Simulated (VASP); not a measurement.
Here is a VASP 6.6.1 calculation.

File INCAR:

```
ALGO     = Normal         # electronic algorithm
EDIFF    = 1E-6           # SCF threshold, eV
ENCUT    = 500            # plane-wave cutoff, eV
GGA      = PS             # functional
GGA_COMPAT= F            
ISIF     = 2              # what is computed and relaxed
ISMEAR   = -1             # smearing method
LASPH    = T              # aspherical terms in the spheres
LCHARG   = F              # write CHGCAR
LREAL    = F              # projectors in reciprocal space
LWAVE    = F              # write WAVECAR
NBANDS   = 12             # bands
NELM     = 120            # most SCF steps
PREC     = Accurate       # precision mode
SIGMA    = 0.05           # smearing width, eV
```

File KPOINTS:

```
k-points
0
Gamma
  8 8 8
```

Contents of POSCAR:

```
Cd
1.0
   -1.7320668002      1.7320668002      1.7320668002
    1.7320668002     -1.7320668002      1.7320668002
    1.7320668002      1.7320668002     -1.7320668002
Cd
1
Direct
    0.0000000000      0.0000000000      0.0000000000
```

Potentials or basis: VASP PAW PBE potentials, release 64 (Cd).

Command:

```console
$ cat potpaw_PBE.64/Cd/POTCAR > POTCAR
$ mpirun -np 1 vasp_std > vasp.out
```

Predict the pressure.

1.3 GPa.

What does it give for the band gap on the k mesh?

Zero (bands 6 and 7 overlap by 4.28 eV).

Caveat: the PAW data sets were made with another functional, which shifts forces and pressure a little.
